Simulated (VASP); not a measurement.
Input of a VASP 6.6.1 run:

Contents of INCAR:

```
PREC = Accurate
ENCUT = 520
EDIFF = 1E-7
ISMEAR = 0
SIGMA = 0.15
LREAL = False
LASPH = True
NELM = 60
ALGO = Normal
ISIF = 2
LWAVE = False
LCHARG = True
LELF = True
LVHAR = True
NBANDS = 9
```

Contents of KPOINTS:

```
Automatic mesh
0
Gamma
  20 20 20
```

POSCAR

```
S
1.0
    0.0000000000      1.9345198337      1.9345198337
    1.9345198337      0.0000000000      1.9345198337
    1.9345198337      1.9345198337      0.0000000000
S
1
Direct
    0.0000000000      0.0000000000      0.0000000000
```

Potentials or basis: VASP PAW LDA potentials, release 64 (S).

The run is started by

```console
$ cat potpaw_LDA.64/S/POTCAR > POTCAR
$ mpirun -np 1 vasp_std > vasp.out
```

Problem. Predict the band gap on the k mesh.

Solution. Zero (band 3 reaches 12.38 eV, above the bottom of band 4 at 5.72 eV).

Problem. Estimate the pressure.

Solution. 1.6 GPa.

Caveat: the cell differs from its parent crystal (strain -0.030 along x and y, -0.030 along z).
